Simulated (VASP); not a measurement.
# GaSb (F-43m) in VASP: further runs

GaSb is run at these levels: LDA; tasks: single point.

Everything below comes from runs of VASP 6.6.1. Logs are shortened: lines on timing, memory, paths and dates and some standing lists are left out, and cuts for length are marked.

## 1. The cell of the first run

It takes space group F-43m (No. 216, cubic). The conventional cell has a = 5.702 Å, b = 5.702 Å, c = 5.702 Å, α = 90.00°, β = 90.00°, γ = 90.00°. Within 3.3 Å of Ga (site symmetry -43m) lie 4 Sb at 2.47 Å. Within 3.3 Å of Sb (site symmetry -43m) lie 4 Ga at 2.47 Å.

## 2. Single point, LDA

INCAR

```
PREC = Accurate
ENCUT = 520
EDIFF = 1E-6
ISMEAR = -1
SIGMA = 0.1
LREAL = False
LASPH = True
NELM = 60
ALGO = Normal
ISIF = 2
LWAVE = False
LCHARG = True
GGA = CA
LELF = True
LVHAR = True
NBANDS = 16
```

KPOINTS

```
regular mesh
0
Gamma
  14 14 14
```

POSCAR

```
GaSb
1.0
    0.0000000000      2.8509710857      2.8509710857
    2.8509710857      0.0000000000      2.8509710857
    2.8509710857      2.8509710857      0.0000000000
Ga Sb
1 1
Direct
    0.0000000000      0.0000000000      0.0000000000
    0.7500000000      0.7500000000      0.7500000000
```

Potentials or basis: VASP PAW LDA potentials, release 64 (Ga_d, Sb).

Command:

```sh
cat potpaw_LDA.64/Ga_d/POTCAR potpaw_LDA.64/Sb/POTCAR > POTCAR
mpirun -np 1 vasp_std > vasp.out
```

OUTCAR:

```text
PREC = Accurate
   ENCUT = 520
   EDIFF = 1E-6
   ISMEAR = -1
   LREAL = False
   LASPH = True
   NELM = 60
   ISIF = 2
   GGA = CA

 ion  position               nearest neighbor table
   1  0.000  0.000  0.000-   2 2.47   2 2.47   2 2.47   2 2.47
   2  0.750  0.750  0.750-   1 2.47   1 2.47   1 2.47   1 2.47

  LATTYP: Found a face centered cubic cell.
 ALAT       =     5.7019421714

  Lattice vectors:

 A1 = (   0.0000000000,   2.8509710857,   2.8509710857)
 A2 = (   2.8509710857,   0.0000000000,   2.8509710857)
 A3 = (   2.8509710857,   2.8509710857,   0.0000000000)

Analysis of symmetry for initial positions (statically):
=====================================================================
 Subroutine PRICEL returns:
 Original cell was already a primitive cell.

 Routine SETGRP: Setting up the symmetry group for a
 face centered cubic supercell.

 Subroutine GETGRP returns: Found 24 space group operations
 (whereof 24 operations were pure point group operations)
 out of a pool of 48 trial point group operations.

The static configuration has the point symmetry T_d .

Analysis of symmetry for dynamics (positions and initial velocities):
=====================================================================
 Subroutine PRICEL returns:
 Original cell was already a primitive cell.

 Routine SETGRP: Setting up the symmetry group for a
 face centered cubic supercell.

 Subroutine GETGRP returns: Found 24 space group operations
 (whereof 24 operations were pure point group operations)
 out of a pool of 48 trial point group operations.

The dynamic configuration has the point symmetry T_d .

 Subroutine INISYM returns: Found 24 space group operations
 (whereof 24 operations are pure point group operations),
 and found     1 'primitive' translations

----------------------------------------------------------------------------------------

                                     Primitive cell

  volume of cell :      46.3456

  direct lattice vectors                    reciprocal lattice vectors
     0.000000000  2.850971086  2.850971086    -0.175378839  0.175378839  0.175378839
     2.850971086  0.000000000  2.850971086     0.175378839 -0.175378839  0.175378839
     2.850971086  2.850971086  0.000000000     0.175378839  0.175378839 -0.175378839

  length of vectors
     4.031881975  4.031881975  4.031881975     0.303765060  0.303765060  0.303765060

  position of ions in fractional coordinates (direct lattice)
     0.000000000  0.000000000  0.000000000
     0.750000000  0.750000000  0.750000000

  ion indices of the primitive-cell ions
   primitive index   ion index
                 1           1
                 2           2

----------------------------------------------------------------------------------------

 KPOINTS: regular mesh

Automatic generation of k-mesh.
 Grid dimensions read from file:
 generate k-points for:   14   14   14

 Generating k-lattice:

  Cartesian coordinates                     Fractional coordinates (reciprocal lattice)
    -0.012527060  0.012527060  0.012527060     0.071428571  0.000000000  0.000000000
     0.012527060 -0.012527060  0.012527060     0.000000000  0.071428571  0.000000000
     0.012527060  0.012527060 -0.012527060     0.000000000  0.000000000  0.071428571

  Length of vectors
     0.021697504  0.021697504  0.021697504

  Shift w.r.t. Gamma in fractional coordinates (k-lattice)
     0.000000000  0.000000000  0.000000000

 Subroutine IBZKPT returns following result:
 ===========================================

 Found    104 irreducible k-points:

 Following reciprocal coordinates:
            Coordinates               Weight
  0.000000  0.000000  0.000000      1.000000
  0.071429  0.000000  0.000000      8.000000
  0.142857  0.000000  0.000000      8.000000
  0.214286  0.000000  0.000000      8.000000
  0.285714  0.000000  0.000000      8.000000
  0.357143  0.000000  0.000000      8.000000
[... 16 lines left out ...]
  0.214286  0.142857  0.000000     24.000000
  0.285714  0.142857  0.000000     24.000000
 [... further k-points ...]
   k-points           NKPTS =    104   k-points in BZ     NKDIM =    104   number of bands    NBANDS=     16
   number of dos      NEDOS =    301   number of ions     NIONS =      2
   total plane-waves  NPLWV =  27000
   dimension x,y,z NGX =    30 NGY =   30 NGZ =   30
   dimension x,y,z NGXF=    60 NGYF=   60 NGZF=   60
   ions per type =               1   1
   NGX,Y,Z   is equivalent  to a cutoff of  12.37, 12.37, 12.37 a.u.
   NGXF,Y,Z  is equivalent  to a cutoff of  24.74, 24.74, 24.74 a.u.
 SYSTEM =  unknown system
   PREC   = accura    normal or accurate (medium, high low for compatibility)
   ISTART =      0    job   : 0-new  1-cont  2-samecut
   ICHARG =      2    charge: 1-file 2-atom 10-const
   ISPIN  =      1    spin polarized calculation?
   LNONCOLLINEAR =      F non collinear calculations
   LSORBIT =      F    spin-orbit coupling
   LASPH  =      T    aspherical Exc in radial PAW
   ENCUT  =  520.0 eV  38.22 Ry    6.18 a.u.   7.50  7.50  7.50*2*pi/ulx,y,z
   NELM   =     60;   NELMIN=  2; NELMDL= -5     # of ELM steps
   EDIFF  = 0.1E-05   stopping-criterion for ELM
   LREAL  =      F    real-space projection
   EDIFFG = 0.1E-04   stopping-criterion for IOM
   NSW    =      0    number of steps for IOM
   IBRION =     -1    ionic relax: 0-MD 1-quasi-New 2-CG
   NFREE  =      0    steps in history (QN), initial steepest desc. (CG)
   ISIF   =      2    stress and relaxation
   ISYM   =      2    0-nonsym 1-usesym 2-fastsym
   POTIM  = 0.5000    time-step for ionic-motion
   TEBEG  =    0.0;   TEEND  =   0.0 temperature during run
   PSTRESS=    0.0 pullay stress
   NELECT =      18.0000    total number of electrons
   NUPDOWN=      -1.0000    fix difference up-down
   EMIN   =  10.00;   EMAX   =-10.00  energy-range for DOS
   EFERMI =   0.00;   METHOD = LEGACY
   ISMEAR =    -1;   SIGMA  =   0.10  broadening in eV -4-tet -1-fermi 0-gaus
   EFERMI_NEDOS =   21; number of points for ismear=-14 and -15
   IALGO  =     38    algorithm
   IMIX   =      4    mixing-type and parameters
     AMIX     =   0.40;   BMIX     =  1.00
     AMIX_MAG =   1.60;   BMIX_MAG =  1.00
  volume/ion in A,a.u.               =      23.17       156.38
  Fermi-wavevector in a.u.,A,eV,Ry     =   1.194436  2.257157 19.411121  1.426677
  Thomas-Fermi vector in A             =   2.330426
   LORBIT       =      0    0 simple, 1 ext, 2 COOP (PROOUT), +10 PAW based schemes
   GGA     = CA    functional components
   LHFCALC =     F    Hartree Fock is set to
   AEXX    =    0.0000 exact exchange contribution
   IVDW    =     0    specifies the selected vdW correction
   LEPSILON=     F    determine dielectric tensor
   LRPA    =     F    only Hartree local field effects (RPA)
 non-spin polarized calculation
  energy-cutoff  :      520.00
  volume of cell :       46.35
 maximum number of plane-waves:      1268
 NGX is ok and might be reduce to    30
   NGX = 15   NGY = 15   NGZ = 15

 number of electron      17.9999985 magnetization

 Free energy of the ion-electron system (eV)
  ---------------------------------------------------
  ext. energy  EPLUGINS =         0.00000000
  ---------------------------------------------------
  free energy    TOTEN  =        -8.30041719 eV

  energy without entropy =       -8.29927922  energy(sigma->0) =       -8.29984820

 E-fermi :   7.3274     XC(G=0): -10.3348

 val. band max:        7.1405370141   @ k =   0.0000   0.0000   0.0000
 cond. band min:       7.5692502168   @ k =   0.4286   0.4286   0.0000
 fundamental gap:      0.4287132027
 Fermi energy:         7.3273919988

 k-point     1 :       0.0000    0.0000    0.0000
  band No.  band energies     occupation
      1      -8.5881      2.00000
      2      -8.5881      2.00000
      3      -8.5881      2.00000
      4      -8.4965      2.00000
      5      -8.4965      2.00000
      6      -6.0603      2.00000
[... 8 lines left out ...]
     15      16.0683      0.00000
     16      16.0683      0.00000

 k-point     2 :       0.0714    0.0000    0.0000
  band No.  band energies     occupation
      1      -8.5917      2.00000
      2      -8.5868      2.00000
      3      -8.5868      2.00000
      4      -8.4968      2.00000
      5      -8.4968      2.00000
      6      -5.9927      2.00000
[... 8 lines left out ...]
     15      15.4521      0.00000
     16      15.4521      0.00000

 k-point     3 :       0.1429    0.0000    0.0000
  band No.  band energies     occupation
      1      -8.6014      2.00000
      2      -8.5834      2.00000
      3      -8.5834      2.00000
      4      -8.4973      2.00000
      5      -8.4973      2.00000
      6      -5.7920      2.00000
[... 8 lines left out ...]
     15      14.8898      0.00000
     16      14.8898      0.00000

 k-point     4 :       0.2143    0.0000    0.0000
  band No.  band energies     occupation
      1      -8.6149      2.00000
      2      -8.5786      2.00000
      3      -8.5786      2.00000
      4      -8.4979      2.00000
      5      -8.4979      2.00000
      6      -5.4659      2.00000
[... 8 lines left out ...]
     15      14.7085      0.00000
     16      14.7085      0.00000

 k-point     5 :       0.2857    0.0000    0.0000
  band No.  band energies     occupation
      1      -8.6292      2.00000
      2      -8.5737      2.00000
      3      -8.5737      2.00000
      4      -8.4980      2.00000
      5      -8.4980      2.00000
      6      -5.0312      2.00000
[... 8 lines left out ...]
     15      15.0203      0.00000
     16      15.0203      0.00000

 k-point     6 :       0.3571    0.0000    0.0000
  band No.  band energies     occupation
      1      -8.6415      2.00000
      2      -8.5698      2.00000
      3      -8.5698      2.00000
      4      -8.4977      2.00000
      5      -8.4977      2.00000
      6      -4.5260      2.00000
[... 8 lines left out ...]
     15      15.7725      0.00000
     16      15.7725      0.00000
[... 267 lines left out ...]
 k-point    21 :      -0.0714    0.0714    0.0000
  band No.  band energies     occupation
      1      -8.5978      2.00000
      2      -8.5854      2.00000
      3      -8.5836      2.00000
      4      -8.4977      2.00000
      5      -8.4966      2.00000
      6      -5.8806      2.00000
[... 8 lines left out ...]
     15      14.7227      0.00000
     16      15.2096      0.00000

 k-point    22 :       0.1429    0.1429    0.0000
  band No.  band energies     occupation
      1      -8.6099      2.00000
      2      -8.5789      2.00000
      3      -8.5789      2.00000
      4      -8.5008      2.00000
      5      -8.4955      2.00000
      6      -5.7020      2.00000
[... 8 lines left out ...]
     15      14.5604      0.00000
     16      16.3389      0.00000

 k-point    23 :       0.2143    0.1429    0.0000
  band No.  band energies     occupation
      1      -8.6203      2.00000
      2      -8.5746      2.00000
      3      -8.5739      2.00000
      4      -8.5030      2.00000
      5      -8.4952      2.00000
      6      -5.4609      2.00000
[... 8 lines left out ...]
     15      15.3393      0.00000
     16      16.1588      0.00000

 k-point    24 :       0.2857    0.1429    0.0000
  band No.  band energies     occupation
      1      -8.6317      2.00000
      2      -8.5707      2.00000
      3      -8.5687      2.00000
      4      -8.5045      2.00000
      5      -8.4950      2.00000
      6      -5.0998      2.00000
[... 8 lines left out ...]
     15      15.7545      0.00000
     16      16.1884      0.00000

 [... further k-points ...]
[... 5 lines left out ...]
  --------------------------------------------------------------------------------------
  -------------------------------------------------------------------------------------
  Total        4.4668371      4.4668371      4.4668371      0.0000000     -0.0000000      0.0000000
  in kB      154.4195429    154.4195429    154.4195429      0.0000000     -0.0000000      0.0000000
  external PRESSURE =     154.4195429 kB  Pullay stress =       0.0000000 kB

 VOLUME and BASIS-vectors are now :
 -----------------------------------------------------------------------------
  energy-cutoff  :      520.00
  volume of cell :       46.35
      direct lattice vectors                 reciprocal lattice vectors
     0.000000000  2.850971086  2.850971086    -0.175378839  0.175378839  0.175378839
     2.850971086  0.000000000  2.850971086     0.175378839 -0.175378839  0.175378839
     2.850971086  2.850971086  0.000000000     0.175378839  0.175378839 -0.175378839

 POSITION                                       TOTAL-FORCE (eV/Angst)
 -----------------------------------------------------------------------------------
      0.00000      0.00000      0.00000        -0.000000     -0.000000     -0.000000
      4.27646      4.27646      4.27646         0.000000      0.000000      0.000000
 -----------------------------------------------------------------------------------
    total drift:                                0.000001      0.000001      0.000000

  FREE ENERGIE OF THE ION-ELECTRON SYSTEM (eV)
  ---------------------------------------------------
  free  energy   TOTEN  =        -8.3004171854 eV

  energy  without entropy=       -8.2992792223  energy(sigma->0) =       -8.29984820
```

Wall time 57 s (1 thread of Intel Xeon 6975P-C, shared host); peak memory 0.21 GiB.

What came out:

- Free energy: -8.3004 eV
- Pressure: 15.4 GPa
- Band gap on the k mesh: 0.43 eV, indirect (least direct gap 1.49 eV)

Caveat: spin-orbit coupling is left out, which moves the levels of the heavy elements.

## 3. Single point, LDA

This run uses another cell than the first one, of 24.26 Å³/atom, 1.047 times its volume.

INCAR

```
SYSTEM = GaSb
ALGO = Normal
EDIFF = 1E-7
ENCUT = 520
GGA = CA
ISIF = 2
ISMEAR = -1
LASPH = .True.
LCHARG = .True.
LELF = .True.
LREAL = .False.
LVHAR = .True.
LWAVE = .False.
NBANDS = 16
NELM = 60
PREC = Accurate
SIGMA = 0.1
```

KPOINTS

```
k-points
0
Gamma
  14 14 14
  0 0 0
```

POSCAR

```
GaSb
1.0
    0.0000000000      2.8949283256      2.8949283256
    2.8949283256      0.0000000000      2.8949283256
    2.8949283256      2.8949283256      0.0000000000
Ga Sb
1 1
Direct
    0.0000000000      0.0000000000      0.0000000000
    0.7500000000      0.7500000000      0.7500000000
```

Potentials or basis: VASP PAW LDA potentials, release 64 (Ga_d, Sb).

Command:

```sh
cat potpaw_LDA.64/Ga_d/POTCAR potpaw_LDA.64/Sb/POTCAR > POTCAR
mpirun -np 1 vasp_std > vasp.out
```

Wall time 59 s (1 thread of Intel Xeon 6975P-C, shared host); peak memory 0.21 GiB.

Results (log left out):

* Free energy: -8.4747 eV
* Pressure: 10.4 GPa
* Band gap on the k mesh: 0.53 eV, indirect (least direct gap 1.12 eV)

Levels at points of the mesh, in eV from the valence-band top:
| k point | band 6 | band 7 | band 8 | band 9 | band 10 | band 11 | band 12 | band 13 |
| --- | --- | --- | --- | --- | --- | --- | --- | --- |
| (0.00, 0.00, 0.00) | -12.80 | 0.00 | 0.00 | 0.00 | 1.12 | 2.68 | 2.68 | 2.68 |
| (0.50, 0.00, 0.00) | -10.71 | -7.34 | -1.45 | -1.45 | 0.68 | 3.68 | 3.68 | 6.15 |
| (0.50, 0.50, 0.00) | -9.62 | -7.69 | -3.22 | -3.22 | 0.60 | 0.82 | 9.66 | 9.66 |

Caveat: spin-orbit coupling is left out, which moves the levels of the heavy elements. A k mesh can miss the band edges.

## 4. Single point, LDA

This run uses another cell than the first one, of 25.05 Å³/atom, 1.081 times its volume.

INCAR

```
PREC = Accurate
ENCUT = 520
EDIFF = 1E-6
ISMEAR = -1
SIGMA = 0.1
LREAL = False
LASPH = True
NELM = 100
ALGO = Normal
ISIF = 2
LWAVE = False
LCHARG = False
NBANDS = 16
```

KPOINTS

```
Automatic mesh
0
Gamma
  14 14 14
```

POSCAR

```
GaSb
1.0
    0.0000000000      2.9260357731      2.9260357731
    2.9260357731      0.0000000000      2.9260357731
    2.9260357731      2.9260357731      0.0000000000
Ga Sb
1 1
Direct
    0.0000000000      0.0000000000      0.0000000000
    0.7500000000      0.7500000000      0.7500000000
```

Command:

```sh
cat potpaw_LDA.64/Ga_d/POTCAR potpaw_LDA.64/Sb/POTCAR > POTCAR
mpirun -np 1 vasp_std > vasp.out
```

It took 43 s on 1 thread of Intel Xeon 6975P-C, shared host; peak memory 0.22 GiB.

The run converged. Its results:

```
Free energy            : -8.5618 eV
Pressure               : 7.3 GPa
Band gap on the k mesh : 0.59 eV, indirect (least direct gap 0.87 eV)
```

Levels at points of the mesh, in eV from the valence-band top:
```tsv
k point	band 6	band 7	band 8	band 9	band 10	band 11	band 12	band 13
(0.00, 0.00, 0.00)	-12.53	0.00	0.00	0.00	0.87	2.70	2.70	2.70
(0.50, 0.00, 0.00)	-10.54	-7.14	-1.39	-1.39	0.60	3.69	3.69	6.19
(0.50, 0.50, 0.00)	-9.50	-7.51	-3.08	-3.08	0.65	0.89	9.45	9.45
```

Caveat: spin-orbit coupling is left out, which moves the levels of the heavy elements. A k mesh can miss the band edges.

(Part 1 of 2 ends here.)
